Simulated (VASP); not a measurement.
# Al2Cu (P4/mmm) in VASP: notebook

Al2Cu is run at these levels: LDA; tasks: single point.

All numbers are computed with VASP 6.6.1; they aren't measurements. Logs are shortened: lines on timing, memory, paths and dates and some standing lists are left out, and cuts for length are marked.

## (1) The cell of the first run

The structure is tetragonal, space group P4/mmm (No. 123). The conventional cell has a = 4.231 Å, b = 4.231 Å, c = 2.596 Å, α = 90.00°, β = 90.00°, γ = 90.00°. Al (site symmetry mmm) has 4 Cu at 2.48 Å and 6 Al at 2.60 to 2.99 Å within 3.3 Å. Within 3.3 Å of Cu (site symmetry 4/mmm) lie 8 Al at 2.48 Å and 2 Cu at 2.60 Å.

## (2) Single point, LDA

Contents of INCAR:

```
PREC = Accurate ; ENCUT = 520
EDIFF = 1E-6 ; ISMEAR = 0
SIGMA = 0.15 ; LREAL = False
LASPH = True ; NELM = 60
ALGO = Fast ; ISIF = 2
LWAVE = False ; LCHARG = False
NBANDS = 16
```

Contents of KPOINTS:

```
Automatic mesh
0
Gamma
  10 10 14
```

Contents of POSCAR:

```
Al2Cu
1.0
    4.2309000000      0.0000000000      0.0000000000
    0.0000000000      4.2309000000      0.0000000000
    0.0000000000      0.0000000000      2.5957000000
Al Cu
2 1
Direct
    0.5000000000      0.0000000000      0.5000000000
    0.0000000000      0.5000000000      0.5000000000
    0.0000000000      0.0000000000      0.0000000000
```

Potentials or basis: VASP PAW LDA potentials, release 64 (Al, Cu).

Command:

```
cat potpaw_LDA.64/Al/POTCAR potpaw_LDA.64/Cu/POTCAR > POTCAR
mpirun -np 1 vasp_std > vasp.out
```

OUTCAR:

```text
PREC = Accurate
   ENCUT = 520
   EDIFF = 1E-6
   ISMEAR = 0
   LREAL = False
   LASPH = True
   NELM = 60
   ISIF = 2

 ion  position               nearest neighbor table
   1  0.500  0.000  0.500-   3 2.48   3 2.48   3 2.48   3 2.48   2 2.99   2 2.99   2 2.99   2 2.99

   2  0.000  0.500  0.500-   3 2.48   3 2.48   3 2.48   3 2.48   1 2.99   1 2.99   1 2.99   1 2.99

   3  0.000  0.000  0.000-   1 2.48   2 2.48   1 2.48   2 2.48   2 2.48   2 2.48   1 2.48   1 2.48

  LATTYP: Found a simple tetragonal cell.
 ALAT       =     4.2309000000
 C/A-ratio  =     0.6135101279

  Lattice vectors:

 A1 = (   4.2309000000,   0.0000000000,   0.0000000000)
 A2 = (   0.0000000000,   4.2309000000,   0.0000000000)
 A3 = (   0.0000000000,   0.0000000000,   2.5957000000)

Analysis of symmetry for initial positions (statically):
=====================================================================
 Subroutine PRICEL returns:
 Original cell was already a primitive cell.

 Routine SETGRP: Setting up the symmetry group for a
 simple tetragonal supercell.

 Subroutine GETGRP returns: Found 16 space group operations
 (whereof 16 operations were pure point group operations)
 out of a pool of 16 trial point group operations.

The static configuration has the point symmetry D_4h.

Analysis of symmetry for dynamics (positions and initial velocities):
=====================================================================
 Subroutine PRICEL returns:
 Original cell was already a primitive cell.

 Routine SETGRP: Setting up the symmetry group for a
 simple tetragonal supercell.

 Subroutine GETGRP returns: Found 16 space group operations
 (whereof 16 operations were pure point group operations)
 out of a pool of 16 trial point group operations.

The dynamic configuration has the point symmetry D_4h.

 Subroutine INISYM returns: Found 16 space group operations
 (whereof 16 operations are pure point group operations),
 and found     1 'primitive' translations

----------------------------------------------------------------------------------------

                                     Primitive cell

  volume of cell :      46.4644

  direct lattice vectors                    reciprocal lattice vectors
     4.230900000  0.000000000  0.000000000     0.236356331  0.000000000  0.000000000
     0.000000000  4.230900000  0.000000000     0.000000000  0.236356331  0.000000000
[... 83 lines left out ...]
   LSORBIT =      F    spin-orbit coupling
   LASPH  =      T    aspherical Exc in radial PAW
   ENCUT  =  520.0 eV  38.22 Ry    6.18 a.u.   7.87  7.87  4.83*2*pi/ulx,y,z
   NELM   =     60;   NELMIN=  2; NELMDL= -5     # of ELM steps
   EDIFF  = 0.1E-05   stopping-criterion for ELM
   LREAL  =      F    real-space projection
   EDIFFG = 0.1E-04   stopping-criterion for IOM
   NSW    =      0    number of steps for IOM
   IBRION =     -1    ionic relax: 0-MD 1-quasi-New 2-CG
   NFREE  =      0    steps in history (QN), initial steepest desc. (CG)
   ISIF   =      2    stress and relaxation
   ISYM   =      2    0-nonsym 1-usesym 2-fastsym
   POTIM  = 0.5000    time-step for ionic-motion
   TEBEG  =    0.0;   TEEND  =   0.0 temperature during run
   PSTRESS=    0.0 pullay stress
   NELECT =      17.0000    total number of electrons
   NUPDOWN=      -1.0000    fix difference up-down
   EMIN   =  10.00;   EMAX   =-10.00  energy-range for DOS
   EFERMI =   0.00;   METHOD = LEGACY
   ISMEAR =     0;   SIGMA  =   0.15  broadening in eV -4-tet -1-fermi 0-gaus
   EFERMI_NEDOS =   21; number of points for ismear=-14 and -15
   IALGO  =     68    algorithm
   IMIX   =      4    mixing-type and parameters
     AMIX     =   0.40;   BMIX     =  1.00
     AMIX_MAG =   1.60;   BMIX_MAG =  1.00
  volume/ion in A,a.u.               =      15.49       104.52
  Fermi-wavevector in a.u.,A,eV,Ry     =   1.170895  2.212670 18.653508  1.370994
  Thomas-Fermi vector in A             =   2.307346
   LORBIT       =      0    0 simple, 1 ext, 2 COOP (PROOUT), +10 PAW based schemes
   GGA     = CA    functional components
   LHFCALC =     F    Hartree Fock is set to
   AEXX    =    0.0000 exact exchange contribution
   IVDW    =     0    specifies the selected vdW correction
   LEPSILON=     F    determine dielectric tensor
   LRPA    =     F    only Hartree local field effects (RPA)
 non-spin polarized calculation
 RMM-DIIS sequential band-by-band and
 Gauss-broadening in eV      SIGMA  =   0.15
  energy-cutoff  :      520.00
  volume of cell :       46.46
 maximum number of plane-waves:      1274
 NGX is ok and might be reduce to    32
   NGX = 15   NGY = 15   NGZ =  9

 number of electron      17.0000024 magnetization

 Free energy of the ion-electron system (eV)
  ---------------------------------------------------
  ext. energy  EPLUGINS =         0.00000000
  ---------------------------------------------------
  free energy    TOTEN  =       -13.09075931 eV

  energy without entropy =      -13.07771442  energy(sigma->0) =      -13.08423687

 E-fermi :   7.4821     XC(G=0): -10.7612

 val. band max:        7.4793148272   @ k =   0.4000   0.1000   0.4286
 cond. band min:       7.4845473408   @ k =   0.3000   0.1000   0.5000
 fundamental gap:      0.0052325135
 Fermi energy:         7.4820744061

 k-point     1 :       0.0000    0.0000    0.0000
  band No.  band energies     occupation
      1      -3.4405      2.00000
      2       1.3831      2.00000
      3       2.0331      2.00000
      4       2.8475      2.00000
      5       3.3950      2.00000
      6       3.3950      2.00000
[... 433 lines left out ...]
      3       2.0262      2.00000
      4       2.7694      2.00000
      5       3.0087      2.00000
      6       3.2461      2.00000
[... 8 lines left out ...]
     15      18.0577      0.00000
     16      19.8431      0.00000

 [... further k-points ...]
[... 5 lines left out ...]
  --------------------------------------------------------------------------------------
  -------------------------------------------------------------------------------------
  Total       -0.6867399     -0.6867399      2.9617522      0.0000000      0.0000000      0.0000000
  in kB      -23.6800621    -23.6800621    102.1266974      0.0000000      0.0000000      0.0000000
  external PRESSURE =      18.2555244 kB  Pullay stress =       0.0000000 kB

 VOLUME and BASIS-vectors are now :
 -----------------------------------------------------------------------------
  energy-cutoff  :      520.00
  volume of cell :       46.46
      direct lattice vectors                 reciprocal lattice vectors
     4.230900000  0.000000000  0.000000000     0.236356331  0.000000000  0.000000000
     0.000000000  4.230900000  0.000000000     0.000000000  0.236356331  0.000000000
     0.000000000  0.000000000  2.595700000     0.000000000  0.000000000  0.385252533

 POSITION                                       TOTAL-FORCE (eV/Angst)
 -----------------------------------------------------------------------------------
      2.11545      0.00000      1.29785         0.000000      0.000000      0.000000
      0.00000      2.11545      1.29785         0.000000      0.000000      0.000000
      0.00000      0.00000      0.00000         0.000000      0.000000      0.000000
 -----------------------------------------------------------------------------------
    total drift:                               -0.000000     -0.000000      0.000000

  FREE ENERGIE OF THE ION-ELECTRON SYSTEM (eV)
  ---------------------------------------------------
  free  energy   TOTEN  =       -13.0907593116 eV

  energy  without entropy=      -13.0777144186  energy(sigma->0) =      -13.08423687
```

stdout:

```text
POSCAR found type information on POSCAR AlCu
 POSCAR found :  2 types and       3 ions
 scaLAPACK will be used
 LDA part: xc-table for (Slater(with rela. corr.)+CA(PZ))
 , standard interpolation
 POSCAR, INCAR and KPOINTS ok, starting setup
 FFT: planning ... GRIDC
 FFT: planning ... GRID_SOFT
 FFT: planning ... GRID
 WAVECAR not read
 entering main loop
```

It took 92 s on 1 thread of Intel Xeon Platinum 8259CL at 2.50GHz (Skylake/Cascade Lake), shared host; peak memory 0.22 GiB.

Results:

```
Free energy : -13.0908 eV
Pressure    : 1.8 GPa
```

Stress tensor (GPa, compression positive):
```
-2.37  0.00  0.00
 0.00 -2.37  0.00
 0.00  0.00 10.21
```

Levels at points of the mesh, in eV from the Fermi level:
| k point | band 6 | band 7 | band 8 | band 9 | band 10 | band 11 | band 12 | band 13 |
| --- | --- | --- | --- | --- | --- | --- | --- | --- |
| (0.00, 0.00, 0.00) | -4.09 | -3.11 | -3.11 | -1.08 | 0.28 | 4.77 | 4.77 | 6.35 |
| (0.50, 0.00, 0.00) | -4.09 | -4.09 | -1.97 | 0.77 | 0.87 | 0.94 | 7.18 | 8.61 |
| (0.50, 0.50, 0.00) | -4.81 | -4.09 | -4.09 | -2.66 | 7.82 | 7.82 | 8.30 | 8.31 |
| (0.00, 0.00, 0.50) | -4.33 | -2.62 | 1.65 | 2.61 | 2.61 | 3.18 | 3.18 | 3.60 |
| (0.50, 0.00, 0.50) | -4.29 | -3.08 | -1.98 | -0.99 | 3.72 | 4.20 | 4.93 | 5.11 |
| (0.50, 0.50, 0.50) | -3.00 | -2.48 | -2.48 | -0.09 | 0.11 | 0.58 | 0.58 | 2.55 |

## (3) Single point, LDA

This run uses another cell than the first one, of 15.66 Å³/atom, 1.011 times its volume.

Contents of INCAR:

```
PREC = Accurate
ENCUT = 520
EDIFF = 1E-6
ISMEAR = 0
SIGMA = 0.15
LREAL = F
LASPH = T
NELM = 80
ALGO = Fast
ISIF = 2
LWAVE = F
LCHARG = F
GGA = CA
NBANDS = 16
```

KPOINTS is that of step 2.

Contents of POSCAR:

```
Al2Cu
1.0
    4.1366000000      0.0000000000      0.0000000000
    0.0000000000      4.1366000000      0.0000000000
    0.0000000000      0.0000000000      2.7461000000
Al Cu
2 1
Direct
    0.5000000000      0.0000000000      0.5000000000
    0.0000000000      0.5000000000      0.5000000000
    0.0000000000      0.0000000000      0.0000000000
```

Potentials or basis: VASP PAW LDA potentials, release 64 (Al, Cu).

Command:

```
cat potpaw_LDA.64/Al/POTCAR potpaw_LDA.64/Cu/POTCAR > POTCAR
mpirun -np 1 vasp_std > vasp.out
```

Run time: 84 s. Hardware: 1 thread of Intel Xeon Platinum 8259CL at 2.50GHz (Skylake/Cascade Lake), shared host; peak memory 0.23 GiB.

It converged, with:

```yaml
Free_energy: -13.2111 eV
Pressure: -1.3 GPa
```

Stress tensor (GPa, compression positive):
```
-2.53  0.00  0.00
 0.00 -2.53  0.00
 0.00  0.00  1.06
```

Levels at points of the mesh, in eV from the Fermi level:
```csv
k point,band 5,band 6,band 7,band 8,band 9,band 10,band 11,band 12,band 13,band 14
"(0.00, 0.00, 0.00)",-4.21,-4.21,-2.75,-2.75,-0.55,0.60,5.56,5.56,6.77,7.35
"(0.50, 0.00, 0.00)",-4.67,-4.23,-4.21,-1.51,1.28,1.34,1.41,7.92,8.79,9.15
"(0.50, 0.50, 0.00)",-4.70,-4.58,-4.22,-4.22,-2.59,8.37,8.37,9.24,9.34,10.30
"(0.00, 0.00, 0.50)",-5.05,-4.31,-2.95,2.12,2.63,2.63,2.77,2.77,3.27,3.77
"(0.50, 0.00, 0.50)",-4.41,-4.39,-3.15,-2.35,-1.49,3.81,3.83,4.59,4.98,5.72
"(0.50, 0.50, 0.50)",-4.17,-3.37,-2.43,-2.43,-0.64,-0.55,0.15,0.15,2.42,11.32
```

## (4) Single point, LDA

This run uses another cell than the first one, of 15.78 Å³/atom, 1.019 times its volume.

Contents of INCAR:

```
PREC = Accurate ; ENCUT = 520
EDIFF = 1E-7 ; ISMEAR = 0
SIGMA = 0.15 ; LREAL = F
LASPH = T ; NELM = 100
ALGO = Fast ; ISIF = 2
LWAVE = F ; LCHARG = F
GGA = CA ; NBANDS = 16
```

Contents of KPOINTS:

```
regular mesh
0
Gamma
  10 10 14
```

Contents of POSCAR:

```
Al2Cu
1.0
    4.0422638858      0.0000000000      0.0000000000
    0.0000000000      4.0422638858      0.0000000000
    0.0000000000      0.0000000000      2.8966000000
Al Cu
2 1
Direct
    0.5000000000      0.0000000000      0.5000000000
    0.0000000000      0.5000000000      0.5000000000
    0.0000000000      0.0000000000      0.0000000000
```

Potentials or basis: VASP PAW LDA potentials, release 64 (Al, Cu).

Command:

```
cat potpaw_LDA.64/Al/POTCAR potpaw_LDA.64/Cu/POTCAR > POTCAR
mpirun -np 1 vasp_std > vasp.out
```

OUTCAR:

```text
PREC = Accurate
   ENCUT = 520
   EDIFF = 1E-7
   ISMEAR = 0
   LREAL = F
   LASPH = T
   NELM = 100
   ISIF = 2
   GGA = CA

 ion  position               nearest neighbor table
   1  0.500  0.000  0.500-   3 2.49   3 2.49   3 2.49   3 2.49   2 2.86   2 2.86   2 2.86   2 2.86

   2  0.000  0.500  0.500-   3 2.49   3 2.49   3 2.49   3 2.49   1 2.86   1 2.86   1 2.86   1 2.86

   3  0.000  0.000  0.000-   1 2.49   2 2.49   1 2.49   2 2.49   2 2.49   2 2.49   1 2.49   1 2.49

  LATTYP: Found a simple tetragonal cell.
 ALAT       =     4.0422638858
 C/A-ratio  =     0.7165786504

  Lattice vectors:

 A1 = (   4.0422638858,   0.0000000000,   0.0000000000)
 A2 = (   0.0000000000,   4.0422638858,   0.0000000000)
 A3 = (   0.0000000000,   0.0000000000,   2.8966000000)

Analysis of symmetry for initial positions (statically):
=====================================================================
 Subroutine PRICEL returns:
 Original cell was already a primitive cell.

 Routine SETGRP: Setting up the symmetry group for a
 simple tetragonal supercell.

 Subroutine GETGRP returns: Found 16 space group operations
[... 163 lines left out ...]
  ---------------------------------------------------
  free energy    TOTEN  =       -13.21793093 eV

  energy without entropy =      -13.20829101  energy(sigma->0) =      -13.21311097

 E-fermi :   7.1804     XC(G=0): -10.7071

 val. band max:        7.1691736765   @ k =   0.2000   0.0000   0.2857
 cond. band min:       7.2166576522   @ k =   0.4000   0.2000   0.2857
 fundamental gap:      0.0474839758
 Fermi energy:         7.1804174190

 k-point     1 :       0.0000    0.0000    0.0000
  band No.  band energies     occupation
      1      -3.4527      2.00000
      2       1.7092      2.00000
      3       2.1801      2.00000
      4       2.8593      2.00000
      5       3.0034      2.00000
      6       3.0034      2.00000
[... 433 lines left out ...]
      3       2.1557      2.00000
      4       2.7814      2.00000
      5       2.8782      2.00000
      6       2.9333      2.00000
[... 8 lines left out ...]
     15      17.2436      0.00000
     16      17.6726      0.00000

 [... further k-points ...]
[... 5 lines left out ...]
  --------------------------------------------------------------------------------------
  -------------------------------------------------------------------------------------
  Total       -0.3631133     -0.3631133     -1.2113838      0.0000000      0.0000000      0.0000000
  in kB      -12.2917840    -12.2917840    -41.0066702      0.0000000      0.0000000      0.0000000
  external PRESSURE =     -21.8634127 kB  Pullay stress =       0.0000000 kB

 VOLUME and BASIS-vectors are now :
 -----------------------------------------------------------------------------
  energy-cutoff  :      520.00
  volume of cell :       47.33
      direct lattice vectors                 reciprocal lattice vectors
     4.042263886  0.000000000  0.000000000     0.247386125  0.000000000  0.000000000
     0.000000000  4.042263886  0.000000000     0.000000000  0.247386125  0.000000000
     0.000000000  0.000000000  2.896600000     0.000000000  0.000000000  0.345232341

 POSITION                                       TOTAL-FORCE (eV/Angst)
 -----------------------------------------------------------------------------------
      2.02113      0.00000      1.44830         0.000000      0.000000      0.000000
      0.00000      2.02113      1.44830         0.000000      0.000000      0.000000
      0.00000      0.00000      0.00000         0.000000      0.000000      0.000000
 -----------------------------------------------------------------------------------
    total drift:                                0.000000      0.000000      0.000000

  FREE ENERGIE OF THE ION-ELECTRON SYSTEM (eV)
  ---------------------------------------------------
  free  energy   TOTEN  =       -13.2179309295 eV

  energy  without entropy=      -13.2082910128  energy(sigma->0) =      -13.21311097
```

OSZICAR:

```text
N       E                     dE             d eps       ncg     rms          rms(c)
DAV:   1     0.626878146114E+02    0.62688E+02   -0.69575E+03  5392   0.113E+03
DAV:   2    -0.124887935474E+02   -0.75177E+02   -0.67021E+02  5696   0.209E+02
DAV:   3    -0.152986706388E+02   -0.28099E+01   -0.27485E+01  7272   0.450E+01
DAV:   4    -0.153566049990E+02   -0.57934E-01   -0.57914E-01  6400   0.545E+00
[... 10 lines left out ...]
RMM:  15    -0.132179294132E+02   -0.20218E-04   -0.20867E-04  7854   0.102E-01    0.162E-02
RMM:  16    -0.132179318653E+02   -0.24521E-05   -0.23407E-05  7809   0.453E-02    0.245E-02
RMM:  17    -0.132179307185E+02    0.11468E-05   -0.84517E-06  7169   0.366E-02    0.128E-02
RMM:  18    -0.132179308654E+02   -0.14688E-06   -0.30704E-06  7536   0.151E-02    0.729E-03
RMM:  19    -0.132179309295E+02   -0.64091E-07   -0.41951E-07  5733   0.527E-03
   1 F= -.13217931E+02 E0= -.13213111E+02  d E =-.963992E-02
```

stdout:

```text
POSCAR found type information on POSCAR AlCu
 POSCAR found :  2 types and       3 ions
 scaLAPACK will be used
 LDA part: xc-table for (Slater(with rela. corr.)+CA(PZ))
 , standard interpolation
 POSCAR, INCAR and KPOINTS ok, starting setup
 FFT: planning ... GRIDC
 FFT: planning ... GRID_SOFT
 FFT: planning ... GRID
 WAVECAR not read
 entering main loop
WARNING in EDDRMM: call to ZHEGV failed, returncode =   8  4     14
WARNING in EDDRMM: call to ZHEGV failed, returncode =   8  4     16
```

Wall time 2.3 min (1 thread of Intel Xeon Platinum 8259CL at 2.50GHz (Skylake/Cascade Lake), shared host); peak memory 0.23 GiB.

What came out:

| Quantity | Value |
| --- | --- |
| Free energy | -13.2179 eV |
| Pressure | -2.2 GPa |

## (5) Summary

| cell | further INCAR settings | gap on the mesh (eV) | pressure (GPa) |
| --- | --- | --- | --- |
| a = 4.231, b = 4.231, c = 2.596 Å, 3 atoms | ALGO = Fast; EDIFF = 1e-06; NBANDS = 16 | none | 1.8 |
| a = 4.137, b = 4.137, c = 2.746 Å, 3 atoms | ALGO = Fast; EDIFF = 1e-06; NBANDS = 16 | none | -1.3 |
| a = 4.042, b = 4.042, c = 2.897 Å, 3 atoms | ALGO = Fast; EDIFF = 1e-07; NBANDS = 16 | none | -2.2 |

Alike in all rows: task single point; level LDA; potentials or basis VASP PAW LDA potentials, release 64 (Al, Cu); no spin polarisation; k mesh 10 × 10 × 14; cutoff (eV) 520; smearing gaussian 0.15 eV.

Absolute energies hang on the potentials; compare differences alone.
